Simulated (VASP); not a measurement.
The system is Sb.

```
Sb
1.0
     2.11022    1.21834    3.68128
    -2.11022    1.21834    3.68128
     0.00000   -2.43668    3.68128
Sb
2
Cartesian
  0.0000 0.0000 2.5786
  0.0000 0.0000 8.4652
```

| Quantity | Value |
| --- | --- |
| Program | VASP 6.6.1 |
| Task | relaxation of cell and atoms |
| Functional | PBEsol |
| Potentials or basis | VASP PAW PBE potentials, release 64 (Sb_d_GW) |
| Cutoff | 500 eV |
| k mesh | 9 × 9 × 9 |
| Occupations | fermi-dirac, width 0.05 eV |
| Spin | no spin polarisation |

At the start: pressure 4.1 GPa; volume 28.39 Å³/atom.

Q: Where does the relaxation end?

A: Over 11 steps the energy falls by 24.2 meV/atom and the volume is 29.90 Å³/atom (+5.3 %); space group R-3m (No. 166, to 0.1 Å) before and after.

Step by step:
```tsv
step	energy change (eV)	largest force (eV/Å)	pressure (GPa)	volume (Å³)
1	0.0000	0.4755	4.09	56.79
2	-0.0199	0.2559	-2.69	62.96
3	-0.0474	0.0226	-0.08	60.16
4	-0.0474	0.0317	-0.01	60.09
5	-0.0479	0.0293	0.00	60.02
6	-0.0484	0.0315	0.03	59.85
7	-0.0484	0.0339	0.07	59.81
8	-0.0484	0.0061	-0.18	59.95
9	-0.0484	0.0115	-0.04	59.88
10	-0.0484	0.0110	-0.07	59.88
11	-0.0485	0.0024	0.00	59.79
```

Final structure:
```cif
data_structure
_symmetry_space_group_name_H-M 'P 1'
_symmetry_Int_Tables_number 1
_cell_length_a 4.4595
_cell_length_b 4.4595
_cell_length_c 4.4595
_cell_angle_alpha 57.971
_cell_angle_beta 57.971
_cell_angle_gamma 57.971
_cell_volume 59.79
loop_
_atom_site_label
_atom_site_type_symbol
_atom_site_fract_x
_atom_site_fract_y
_atom_site_fract_z
_atom_site_occupancy
Sb1 Sb 0.23537 0.23537 0.23537 1
Sb2 Sb 0.76463 0.76463 0.76463 1
```

Caveat: the PAW data sets were made with another functional, which shifts forces and pressure a little.
